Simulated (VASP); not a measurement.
Here is a VASP 6.6.1 calculation.

POSCAR

```
Rh
1.0
    0.0000000000      1.9003570901     -1.9003570901
   -1.9003570901      0.0000000000      1.9003570901
    3.8007141803      3.8007141803      3.8007141803
Rh
3
Direct
    0.0000000000      0.0000000000      0.0000000000
    0.3333333330      0.6666666670      0.3333333330
    0.6666666670      0.3333333330      0.6666666670
```

The input INCAR.step1:

```
PREC = Accurate ; ENCUT = 580
ISMEAR = -1 ; SIGMA = 0.08
LREAL = False ; LASPH = True
NELM = 120 ; NBANDS = 32
GGA = PE ; ALGO = Normal
EDIFF = 1E-5 ; LWAVE = True
LCHARG = False ; GGA_COMPAT = False
```

The input INCAR.step2:

```
PREC = Accurate ; ENCUT = 580
EDIFF = 1E-6 ; ISMEAR = -1
SIGMA = 0.08 ; LREAL = False
LASPH = True ; NELM = 120
ALGO = Normal ; ISIF = 2
LWAVE = False ; LCHARG = True
METAGGA = R2SCAN ; LMIXTAU = True
LELF = True ; LVHAR = True
NBANDS = 32 ; ISTART = 1
GGA_COMPAT = False
```

File KPOINTS:

```
Automatic mesh
0
Gamma
  15 15 6
```

Potentials or basis: VASP PAW PBE potentials, release 64 (Rh_sv_GW).

The run is started by

```sh
$ cat potpaw_PBE.64/Rh_sv_GW/POTCAR > POTCAR
$ cp INCAR.step1 INCAR
$ mpirun -np 1 vasp_std > vasp.out
$ cp INCAR.step2 INCAR
$ mpirun -np 1 vasp_std > vasp.out
```

Estimate the pressure.

-1.6 GPa.

What does it give for the band gap on the k mesh?

Zero (an odd number of electrons rules out a gap without spin polarisation).

Caveat: the PAW data sets were made with another functional, which shifts forces and pressure a little.
